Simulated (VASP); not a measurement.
A run of VASP 6.6.1 is set up as follows.

INCAR

```
SYSTEM = K2H
  ALGO = Normal
  DIPOL = 0.5 0.5 0.290
  EDIFF = 1E-7
  ENCUT = 520
  GGA = PE
  IDIPOL = 3
  ISIF = 2
  ISMEAR = 0
  LASPH = .TRUE.
  LCHARG = .FALSE.
  LDIPOL = .TRUE.
  LREAL = .FALSE.
  LWAVE = .FALSE.
  NBANDS = 16
  NELM = 100
  PREC = Accurate
  SIGMA = 0.1
```

Contents of KPOINTS:

```
k-points
0
G
  10 10 1
  0 0 0
```

Contents of POSCAR:

```
K2H
1.0
    4.5273462194      0.0000000000      0.0000000000
    0.0000000000      4.5273462194      0.0000000000
    0.0000000000      0.0000000000     32.7506697200
K H
2 1
Direct
    0.0000000000      0.0000000000      0.3617859847
    0.0000000000      0.0000000000      0.2183548235
    0.0000000000      0.0000000000      0.2900704041
```

Potentials or basis: VASP PAW PBE potentials, release 64 (K_sv, H).

Command:

```console
$ cat potpaw_PBE.64/K_sv/POTCAR potpaw_PBE.64/H/POTCAR > POTCAR
$ mpirun -np 1 vasp_std > vasp.out
```

Problem. Predict the largest force.

Solution. 0.008 eV/Å.

Forces in eV/Å, atoms in the order of the input:
```
K    0.000  0.000  0.008
K    0.000  0.000 -0.008
H    0.000  0.000  0.000
```
